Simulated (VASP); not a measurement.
# Ga3As3N2 in VASP: notebook, part 2 of 2

VASP 6.6.1. The steps go on from the part before.

## (3) Single point, PBE+D3(BJ)

Contents of INCAR:

```
SYSTEM = Ga3As3N2
PREC = Accurate
ENCUT = 520
EDIFF = 1E-6
ISMEAR = 0
SIGMA = 0.05
LREAL = .FALSE.
LASPH = .TRUE.
NELM = 120
ALGO = Normal
ISIF = 2
LWAVE = .FALSE.
LCHARG = .FALSE.
LDIPOL = .TRUE.
IDIPOL = 3
DIPOL = 0.5 0.5 0.331
GGA = PE
IVDW = 12
NBANDS = 57
GGA_COMPAT = .FALSE.
NELMDL = -8
```

Contents of KPOINTS:

```
Automatic mesh
0
G
  7 5 1
  0 0 0
```

Contents of POSCAR:

```
Ga3As3N2
1.0
    4.0137031116      0.0000000000      0.0000000000
    0.0000000000      5.6762333758      0.0000000000
    0.0000000000      0.0000000000     22.8852699092
Ga As N
3 3 2
Direct
    0.5000000000      0.5000000000      0.1747849169
    0.0000000000      0.0653835254      0.2732733389
    0.5000000000      0.4894639615      0.3292030243
    0.0000000000      0.2500000000      0.1747849169
    0.5000000000      0.8102208702      0.2554204538
    0.0000000000      0.2887573197      0.3664046761
    0.5000000000      0.2887573197      0.5149718555
    0.5000000000      0.2887573197      0.5630377077
```

Potentials or basis: VASP PAW PBE potentials, release 64 (Ga_d, As_d, N).

On the command line:

```sh
cat potpaw_PBE.64/Ga_d/POTCAR potpaw_PBE.64/As_d/POTCAR potpaw_PBE.64/N/POTCAR > POTCAR
mpirun -np 1 vasp_std > vasp.out
```

OUTCAR:

```text
SYSTEM = Ga3As3N2
   PREC = Accurate
   ENCUT = 520
   EDIFF = 1E-6
   ISMEAR = 0
   LREAL = .FALSE.
   LASPH = .TRUE.
   NELM = 120
   ISIF = 2
   GGA = PE
   IVDW = 12
   NELMDL = -8
 IVDW          = 12

 ion  position               nearest neighbor table
   1  0.500  0.500  0.175-   4 2.46   4 2.46   5 2.55
   2  0.000  0.065  0.273-   6 2.48   4 2.49   5 2.51   5 2.51
   3  0.500  0.489  0.329-   6 2.46   6 2.46   5 2.48
   4  0.000  0.250  0.175-   1 2.46   1 2.46   2 2.49
   5  0.500  0.810  0.255-   3 2.48   2 2.51   2 2.51   1 2.55
   6  0.000  0.289  0.366-   3 2.46   3 2.46   2 2.48
   7  0.500  0.289  0.515-   8 1.10
   8  0.500  0.289  0.563-   7 1.10

  LATTYP: Found a simple orthorhombic cell.
 ALAT       =     4.0137031116
 B/A-ratio  =     1.4142135624
 C/A-ratio  =     5.7017844302

  Lattice vectors:

 A1 = (   4.0137031116,   0.0000000000,   0.0000000000)
 A2 = (   0.0000000000,   5.6762333758,   0.0000000000)
 A3 = (   0.0000000000,   0.0000000000,  22.8852699092)

[... 187 lines left out ...]
      1     -37.6378      2.00000
      2     -37.6264      2.00000
      3     -37.6216      2.00000
      4     -37.6079      2.00000
      5     -37.6065      2.00000
      6     -37.2150      2.00000
[... 709 lines left out ...]
     56       2.5990      0.00000
     57       2.9389      0.00000

------------------------ aborting loop because EDIFF is reached ----------------------------------------

 vacuum level on the upper side and lower side of the slab       (xc-potential included)         0.002        -0.270

 Edisp (eV)   -1.26019

 E8    (eV) :    -0.5722

  FORCE on cell =-STRESS in cart. coord.  units (eV):
  Direction    XX          YY          ZZ          XY          YZ          ZX
  --------------------------------------------------------------------------------------
  -------------------------------------------------------------------------------------
  Total      -2.15730    -2.74065     2.26720     0.00000    -0.01435     0.00000
  in kB      -6.62918    -8.42174     6.96688     0.00000    -0.04410     0.00000
  external pressure =       -2.69 kB  Pullay stress =        0.00 kB

 VOLUME and BASIS-vectors are now :
 -----------------------------------------------------------------------------
  energy-cutoff  :      520.00
  volume of cell :      521.39
      direct lattice vectors                 reciprocal lattice vectors
     4.013703112  0.000000000  0.000000000     0.249146479  0.000000000  0.000000000
     0.000000000  5.676233376  0.000000000     0.000000000  0.176173165  0.000000000
     0.000000000  0.000000000 22.885269909     0.000000000  0.000000000  0.043696229

 POSITION                                       TOTAL-FORCE (eV/Angst)
 -----------------------------------------------------------------------------------
      2.00685      2.83812      4.00000         0.000000     -0.323440      1.036290
      0.00000      0.37113      6.25393         0.000000      0.001789      0.012616
      2.00685      2.77831      7.53390         0.000000     -0.015547      0.009186
      0.00000      1.41906      4.00000         0.000000      0.327027     -1.057752
      2.00685      4.59900      5.84537         0.000000      0.006146     -0.006824
      0.00000      1.63905      8.38527         0.000000     -0.000278      0.023133
      2.00685      1.63905     11.78527         0.000000      0.010390     -2.148462
      2.00685      1.63905     12.88527         0.000000     -0.006087      2.131814
 -----------------------------------------------------------------------------------
    total drift:                                0.000000      0.002806     -0.002255

  FREE ENERGIE OF THE ION-ELECTRON SYSTEM (eV)
  ---------------------------------------------------
  free  energy   TOTEN  =       -40.6977806191 eV

  energy  without entropy=      -40.6977806190  energy(sigma->0) =      -40.69778062

 vacuum level on the upper side and lower side of the slab         2.419         2.137
```

OSZICAR:

```text
N       E                     dE             d eps       ncg     rms          rms(c)
DAV:   1     0.102195657003E+04    0.10220E+04   -0.44496E+04  2087   0.408E+03
DAV:   2     0.173736755934E+03   -0.84822E+03   -0.81657E+03  1480   0.121E+03
DAV:   3    -0.178987265973E+02   -0.19164E+03   -0.18761E+03  1694   0.219E+02
[... 18 lines left out ...]
DAV:  22    -0.394375778678E+02   -0.16940E-04   -0.90205E-07  1032   0.863E-03    0.718E-04
DAV:  23    -0.394375848062E+02   -0.69384E-05   -0.66751E-07  1157   0.381E-03    0.434E-04
DAV:  24    -0.394375904835E+02   -0.56773E-05   -0.34141E-07   998   0.395E-03    0.245E-04
DAV:  25    -0.394375929298E+02   -0.24463E-05   -0.10093E-07  1039   0.211E-03    0.164E-04
DAV:  26    -0.394375942895E+02   -0.13596E-05   -0.46332E-08   944   0.133E-03    0.892E-05
DAV:  27    -0.394375947871E+02   -0.49769E-06   -0.18827E-08   968   0.135E-03
   1 F= -.40697781E+02 E0= -.40697781E+02  d E =-.146309E-09
```

stdout:

```text
POSCAR found type information on POSCAR GaAsN
 POSCAR found :  3 types and       8 ions
 scaLAPACK will be used
 LDA part: xc-table for (Slater+PW92), standard interpolation
 POSCAR, INCAR and KPOINTS ok, starting setup
 FFT: planning ... GRIDC
 FFT: planning ... GRID_SOFT
 FFT: planning ... GRID
 WAVECAR not read
 entering main loop
```

Wall time 7.3 min (1 thread of Intel Xeon 6975P-C (Granite Rapids), shared host); peak memory 0.69 GiB.

Results:

```yaml
Free_energy: -40.6978 eV
Largest_force: 2.148 eV/Å
Band_gap_on_the_k_mesh: 0.41 eV (least direct gap 0.75 eV)
Dispersion_energy_per_atom: -0.158 eV
```

Forces on the atoms (eV/Å):
```
Ga   0.000 -0.323  1.036
Ga   0.000  0.002  0.013
Ga   0.000 -0.016  0.009
As   0.000  0.327 -1.058
As   0.000  0.006 -0.007
As   0.000  0.000  0.023
N    0.000  0.010 -2.148
N    0.000 -0.006  2.132
```

Levels at points of the mesh, in eV from the valence-band top:
```csv
k point,band 44,band 45,band 46,band 47,band 48,band 49,band 50,band 51
"(0.00, 0.00, 0.00)",-1.32,-0.88,-0.84,0.00,0.75,1.63,2.31,2.71
```

Caveat: the standard files for N, O and F lose accuracy on very short bonds.
